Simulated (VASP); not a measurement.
# C (R-3m) in VASP: further runs

The runs below take C through single point, relaxation of cell and atoms, with PBEsol.

All numbers are computed with VASP 6.6.1; they aren't measurements. Logs are shortened: lines on timing, memory, paths and dates and some standing lists are left out, and cuts for length are marked.

## (1) The cell of the first run

Symmetry: R-3m, No. 166, trigonal system. Conventional cell: a = 2.462 Å, b = 2.462 Å, c = 10.822 Å, α = 90.00°, β = 90.00°, γ = 120.00°. Within 1.9 Å of C (site symmetry 3m) lie 3 C at 1.42 Å.

## (2) Single point, PBEsol

The input, INCAR:

```
SYSTEM = C
  ALGO = Normal
  EDIFF = 1E-6
  ENCUT = 600
  GGA = PS
  GGA_COMPAT = .FALSE.
  ISIF = 2
  ISMEAR = -1
  LASPH = .TRUE.
  LCHARG = .TRUE.
  LELF = .TRUE.
  LREAL = .FALSE.
  LVHAR = .TRUE.
  LWAVE = .FALSE.
  NBANDS = 11
  NELM = 120
  PREC = Accurate
  SIGMA = 0.1
```

The input, KPOINTS:

```
k-points
0
G
  8 8 8
  0 0 0
```

The input, POSCAR:

```
C
1.0
    3.8761131747      0.0833655425      0.0522724879
    3.0443502589      2.4006529650      0.0522724879
    3.0443502589      1.0927335227      2.1381769149
C
2
Direct
    0.8333464219      0.8333464219      0.8333464219
    0.1666535781      0.1666535781      0.1666535781
```

Potentials or basis: VASP PAW PBE potentials, release 64 (C).

Launch:

```
$ cat potpaw_PBE.64/C/POTCAR > POTCAR
$ mpirun -np 1 vasp_std > vasp.out
```

OUTCAR:

```text
SYSTEM = C
   EDIFF = 1E-6
   ENCUT = 600
   GGA = PS
   ISIF = 2
   ISMEAR = -1
   LASPH = .TRUE.
   LREAL = .FALSE.
   NELM = 120
   PREC = Accurate

 ion  position               nearest neighbor table
   1  0.833  0.833  0.833-   2 1.42   2 1.42   2 1.42
   2  0.167  0.167  0.167-   1 1.42   1 1.42   1 1.42

  LATTYP: Found a trigonal (rhomboedric) cell.
 ALAT       =     3.8773619344
 COS(alpha) =     0.7984010734

  Lattice vectors:

 A1 = (   3.8761131747,   0.0833655425,   0.0522724879)
 A2 = (   3.0443502589,   2.4006529650,   0.0522724879)
 A3 = (   3.0443502589,   1.0927335227,   2.1381769149)

Analysis of symmetry for initial positions (statically):
=====================================================================
 Subroutine PRICEL returns:
 Original cell was already a primitive cell.

 Routine SETGRP: Setting up the symmetry group for a
 trigonal (rhombohedral) supercell.

 Subroutine GETGRP returns: Found 12 space group operations
 (whereof 12 operations were pure point group operations)
 out of a pool of 12 trial point group operations.

The static configuration has the point symmetry D_3d.

Analysis of symmetry for dynamics (positions and initial velocities):
=====================================================================
 Subroutine PRICEL returns:
 Original cell was already a primitive cell.

 Routine SETGRP: Setting up the symmetry group for a
 trigonal (rhombohedral) supercell.

 Subroutine GETGRP returns: Found 12 space group operations
 (whereof 12 operations were pure point group operations)
 out of a pool of 12 trial point group operations.

The dynamic configuration has the point symmetry D_3d.

 Subroutine INISYM returns: Found 12 space group operations
 (whereof 12 operations are pure point group operations),
 and found     1 'primitive' translations

----------------------------------------------------------------------------------------

                                     Primitive cell

  volume of cell :      18.9372

  direct lattice vectors                    reciprocal lattice vectors
     3.876113175  0.083365543  0.052272488     0.268038055 -0.335329955 -0.210261104
     3.044350259  2.400652965  0.052272488    -0.006396412  0.429243128 -0.210261104
     3.044350259  1.092733523  2.138176915    -0.006396412 -0.002295916  0.477968748

  length of vectors
     3.877361934  3.877361934  3.877361934     0.478017059  0.478017059  0.478017059

  position of ions in fractional coordinates (direct lattice)
     0.833346422  0.833346422  0.833346422
     0.166653578  0.166653578  0.166653578

  ion indices of the primitive-cell ions
   primitive index   ion index
                 1           1
                 2           2

----------------------------------------------------------------------------------------

 KPOINTS: k-points

Automatic generation of k-mesh.
 Grid dimensions read from file:
 generate k-points for:    8    8    8

 Generating k-lattice:

  Cartesian coordinates                     Fractional coordinates (reciprocal lattice)
     0.033504757 -0.041916244 -0.026282638     0.125000000 -0.000000000 -0.000000000
    -0.000799551  0.053655391 -0.026282638     0.000000000  0.125000000  0.000000000
    -0.000799551 -0.000286990  0.059746093     0.000000000  0.000000000  0.125000000

  Length of vectors
     0.059752132  0.059752132  0.059752132

  Shift w.r.t. Gamma in fractional coordinates (k-lattice)
     0.000000000  0.000000000  0.000000000

 Subroutine IBZKPT returns following result:
 ===========================================

 Found     65 irreducible k-points:

 Following reciprocal coordinates:
            Coordinates               Weight
  0.000000  0.000000  0.000000      1.000000
  0.125000 -0.000000  0.000000      6.000000
  0.250000 -0.000000  0.000000      6.000000
  0.375000  0.000000 -0.000000      6.000000
  0.500000 -0.000000  0.000000      3.000000
  0.125000  0.125000  0.000000      6.000000
[... 16 lines left out ...]
  0.250000  0.125000  0.125000      6.000000
  0.375000  0.125000  0.125000      6.000000
 [... further k-points ...]
   k-points           NKPTS =     65   k-points in BZ     NKDIM =     65   number of bands    NBANDS=     11
   number of dos      NEDOS =    301   number of ions     NIONS =      2
   total plane-waves  NPLWV =  32768
   dimension x,y,z NGX =    32 NGY =   32 NGZ =   32
   dimension x,y,z NGXF=    64 NGYF=   64 NGZF=   64
   ions per type =               2
   NGX,Y,Z   is equivalent  to a cutoff of  13.72, 13.72, 13.72 a.u.
   NGXF,Y,Z  is equivalent  to a cutoff of  27.44, 27.44, 27.44 a.u.
 SYSTEM =  C
   PREC   = accura    normal or accurate (medium, high low for compatibility)
   ISTART =      0    job   : 0-new  1-cont  2-samecut
   ICHARG =      2    charge: 1-file 2-atom 10-const
   ISPIN  =      1    spin polarized calculation?
   LNONCOLLINEAR =      F non collinear calculations
   LSORBIT =      F    spin-orbit coupling
   LASPH  =      T    aspherical Exc in radial PAW
   ENCUT  =  600.0 eV  44.10 Ry    6.64 a.u.   7.74  7.74  7.74*2*pi/ulx,y,z
   NELM   =    120;   NELMIN=  2; NELMDL= -5     # of ELM steps
   EDIFF  = 0.1E-05   stopping-criterion for ELM
   LREAL  =      F    real-space projection
   EDIFFG = 0.1E-04   stopping-criterion for IOM
   NSW    =      0    number of steps for IOM
   IBRION =     -1    ionic relax: 0-MD 1-quasi-New 2-CG
   NFREE  =      0    steps in history (QN), initial steepest desc. (CG)
   ISIF   =      2    stress and relaxation
   ISYM   =      2    0-nonsym 1-usesym 2-fastsym
   POTIM  = 0.5000    time-step for ionic-motion
   TEBEG  =    0.0;   TEEND  =   0.0 temperature during run
   PSTRESS=    0.0 pullay stress
   NELECT =       8.0000    total number of electrons
   NUPDOWN=      -1.0000    fix difference up-down
   EMIN   =  10.00;   EMAX   =-10.00  energy-range for DOS
   EFERMI =   0.00;   METHOD = LEGACY
   ISMEAR =    -1;   SIGMA  =   0.10  broadening in eV -4-tet -1-fermi 0-gaus
   EFERMI_NEDOS =   21; number of points for ismear=-14 and -15
   IALGO  =     38    algorithm
   IMIX   =      4    mixing-type and parameters
     AMIX     =   0.40;   BMIX     =  1.00
     AMIX_MAG =   1.60;   BMIX_MAG =  1.00
  volume/ion in A,a.u.               =       9.47        63.90
  Fermi-wavevector in a.u.,A,eV,Ry     =   1.228380  2.321301 20.530055  1.508916
  Thomas-Fermi vector in A             =   2.363307
   LORBIT       =      0    0 simple, 1 ext, 2 COOP (PROOUT), +10 PAW based schemes
   GGA     = PS    functional components
   LHFCALC =     F    Hartree Fock is set to
   AEXX    =    0.0000 exact exchange contribution
   IVDW    =     0    specifies the selected vdW correction
   LEPSILON=     F    determine dielectric tensor
   LRPA    =     F    only Hartree local field effects (RPA)
 non-spin polarized calculation
  energy-cutoff  :      600.00
  volume of cell :       18.94
 maximum number of plane-waves:       644
   NGX = 15   NGY = 15   NGZ = 15

 number of electron       8.0000000 magnetization

 Free energy of the ion-electron system (eV)
  ---------------------------------------------------
  ext. energy  EPLUGINS =         0.00000000
  ---------------------------------------------------
  free energy    TOTEN  =       -19.29490213 eV

  energy without entropy =      -19.29487420  energy(sigma->0) =      -19.29488817

 E-fermi :   4.0263     XC(G=0): -10.0414

 val. band max:        3.2159985323   @ k =  -0.1250   0.5000   0.1250
 cond. band min:       4.9232054719   @ k =  -0.1250   0.5000   0.1250
 fundamental gap:      1.7072069396
 Fermi energy:         4.0262592150

 k-point     1 :       0.0000    0.0000    0.0000
  band No.  band energies     occupation
      1     -15.5811      2.00000
      2      -2.9427      2.00000
      3       1.0272      2.00000
      4       1.0272      2.00000
      5       7.5640      0.00000
      6      12.3556      0.00000
      7      12.3556      0.00000
      8      15.4719      0.00000
      9      16.7956      0.00000
     10      26.4057      0.00000
     11      26.8991      0.00000

 k-point     2 :       0.1250   -0.0000    0.0000
  band No.  band energies     occupation
      1     -15.2062      2.00000
      2      -2.5400      2.00000
      3      -0.3568      2.00000
      4       0.3178      2.00000
      5       8.0956      0.00000
      6      12.4475      0.00000
      7      13.8674      0.00000
      8      14.2250      0.00000
      9      17.4818      0.00000
     10      25.7468      0.00000
     11      27.5315      0.00000

 k-point     3 :       0.2500   -0.0000    0.0000
  band No.  band energies     occupation
      1     -14.0921      2.00000
      2      -3.3758      2.00000
      3      -1.3564      2.00000
      4      -0.9992      2.00000
      5       9.6635      0.00000
      6      11.2780      0.00000
      7      12.1726      0.00000
      8      17.4734      0.00000
      9      19.2744      0.00000
     10      22.9408      0.00000
     11      26.5016      0.00000

 k-point     4 :       0.3750    0.0000   -0.0000
  band No.  band energies     occupation
      1     -12.2780      2.00000
      2      -6.6780      2.00000
      3      -2.0108      2.00000
      4       0.4669      2.00000
      5       7.9050      0.00000
      6      11.6570      0.00000
      7      12.3350      0.00000
      8      18.8215      0.00000
      9      21.6877      0.00000
     10      22.0362      0.00000
     11      24.9054      0.00000
[... 239 lines left out ...]
 k-point    22 :       0.1250    0.1250    0.1250
  band No.  band energies     occupation
      1     -15.5567      2.00000
      2      -3.1759      2.00000
      3       1.0260      2.00000
      4       1.0260      2.00000
      5       8.1542      0.00000
      6      12.3517      0.00000
      7      12.3517      0.00000
      8      15.4878      0.00000
      9      16.7794      0.00000
     10      25.8573      0.00000
     11      26.3642      0.00000

 k-point    23 :       0.2500    0.1250    0.1250
  band No.  band energies     occupation
      1     -15.1682      2.00000
      2      -2.8953      2.00000
      3      -0.3660      2.00000
      4       0.3196      2.00000
      5       9.0337      0.00000
      6      12.4498      0.00000
      7      13.8600      0.00000
      8      14.2802      0.00000
      9      17.4330      0.00000
     10      24.8619      0.00000
     11      27.4144      0.00000

 k-point    24 :       0.3750    0.1250    0.1250
  band No.  band energies     occupation
      1     -14.0458      2.00000
      2      -3.3943      2.00000
      3      -1.7762      2.00000
      4      -0.9982      2.00000
      5      10.7767      0.00000
      6      11.5088      0.00000
      7      12.1909      0.00000
      8      17.4661      0.00000
      9      19.0577      0.00000
     10      23.1387      0.00000
     11      26.4151      0.00000

 [... further k-points ...]

------------------------ aborting loop because EDIFF is reached ----------------------------------------

  FORCE on cell =-STRESS in cart. coord.  units (eV):
  Direction    XX          YY          ZZ          XY          YZ          ZX
  --------------------------------------------------------------------------------------
  -------------------------------------------------------------------------------------
  Total       -0.0466090     -0.1064863     -0.1118601      0.0246708      0.0055525      0.0154692
  in kB       -3.9433358     -9.0092334     -9.4638736      2.0872595      0.4697672      1.3087691
  external PRESSURE =      -7.4721476 kB  Pullay stress =       0.0000000 kB

 VOLUME and BASIS-vectors are now :
 -----------------------------------------------------------------------------
  energy-cutoff  :      600.00
  volume of cell :       18.94
      direct lattice vectors                 reciprocal lattice vectors
     3.876113175  0.083365543  0.052272488     0.268038055 -0.335329955 -0.210261104
     3.044350259  2.400652965  0.052272488    -0.006396412  0.429243128 -0.210261104
     3.044350259  1.092733523  2.138176915    -0.006396412 -0.002295916  0.477968748

 POSITION                                       TOTAL-FORCE (eV/Angst)
 -----------------------------------------------------------------------------------
      8.30414      2.98067      1.86896         0.000185      0.000066      0.000042
      1.66067      0.59608      0.37376        -0.000185     -0.000066     -0.000042
 -----------------------------------------------------------------------------------
    total drift:                               -0.000000     -0.000000     -0.000000

  FREE ENERGIE OF THE ION-ELECTRON SYSTEM (eV)
  ---------------------------------------------------
  free  energy   TOTEN  =       -19.2949021303 eV

  energy  without entropy=      -19.2948742043  energy(sigma->0) =      -19.29488817
```

Wall time 18 s (1 thread of Intel Xeon Platinum 8488C (Sapphire Rapids), shared host); peak memory 0.17 GiB.

What came out:

```yaml
Free_energy: -19.2949 eV
Pressure: -0.7 GPa
```

Caveat: this functional lacks dispersion, which binds the layers, so the pressure and a relaxed spacing across them are unreliable; the PAW data sets were made with another functional, which shifts forces and pressure a little.

## (3) Relaxation of cell and atoms, PBEsol

This run uses another cell than the first one, of 8.74 Å³/atom.

The input, INCAR:

```
SYSTEM = C
ALGO = Normal
EDIFF = 1E-7
EDIFFG = -0.01
ENCUT = 600
GGA = PS
GGA_COMPAT = .FALSE.
IBRION = 2
ISIF = 3
ISMEAR = -1
LASPH = .TRUE.
LCHARG = .FALSE.
LREAL = .FALSE.
LWAVE = .FALSE.
NELM = 120
NELMIN = 4
NSW = 80
PREC = Accurate
SIGMA = 0.1
```

KPOINTS is that of step 2.

The input, POSCAR:

```
C
1.0
    3.6350000000      0.0000000000      0.0000000000
    2.8052588632      2.3116547559      0.0000000000
    2.8052588632      1.0069144937      2.0808341868
C
2
Direct
    0.8360000000      0.8360000000      0.8360000000
    0.1640000000      0.1640000000      0.1640000000
```

Potentials or basis: VASP PAW PBE potentials, release 64 (C).

Launch:

```
$ cat potpaw_PBE.64/C/POTCAR > POTCAR
$ mpirun -np 1 vasp_std > vasp.out
```

Wall time 1.7 min (1 thread of Intel Xeon Platinum 8488C (Sapphire Rapids), shared host); peak memory 0.16 GiB.

Results (log left out):

```yaml
Free_energy: -19.2927 eV
Relaxed_volume: 9.28 Å³/atom
Relaxed_cell: a = 3.817 Å, b = 3.817 Å, c = 3.817 Å, α = 37.60°, β = 37.60°, γ = 37.60°
Space_group_after_relaxing_to_0.1_Å: R-3m (No. 166)
Energy_gained_by_relaxing: 13.1 meV/atom
Ionic_steps: 12
Pressure_after_relaxing: 0.0 GPa
```

The path:
```csv
step,energy change (eV),largest force (eV/Å),pressure (GPa),volume (Å³)
1,0.0000,0.8729,1.42,17.48
2,-0.0136,0.5239,-2.56,17.68
3,-0.0231,0.0219,-0.92,17.60
4,-0.0224,0.0525,2.84,17.49
5,-0.0235,0.0066,0.51,17.56
6,-0.0238,0.0068,0.48,17.61
7,-0.0245,0.0076,0.38,17.74
8,-0.0255,0.0095,0.22,18.01
9,-0.0262,0.0147,-0.04,18.54
10,-0.0262,0.0150,-0.05,18.57
11,-0.0258,0.0895,0.69,18.55
12,-0.0262,0.0018,0.04,18.57
```

Final structure:
```
C
1.0
     3.81583    0.06281    0.03938
     2.98475    2.37818    0.03938
     2.98475    1.07134    2.12356
C
2
Cartesian
  8.1546 2.9270 1.8353
  1.6308 0.5853 0.3670
```

Caveat: this functional lacks dispersion, which binds the layers, so the pressure and a relaxed spacing across them are unreliable; the PAW data sets were made with another functional, which shifts forces and pressure a little. Zero-point motion and thermal expansion aren't in these numbers.
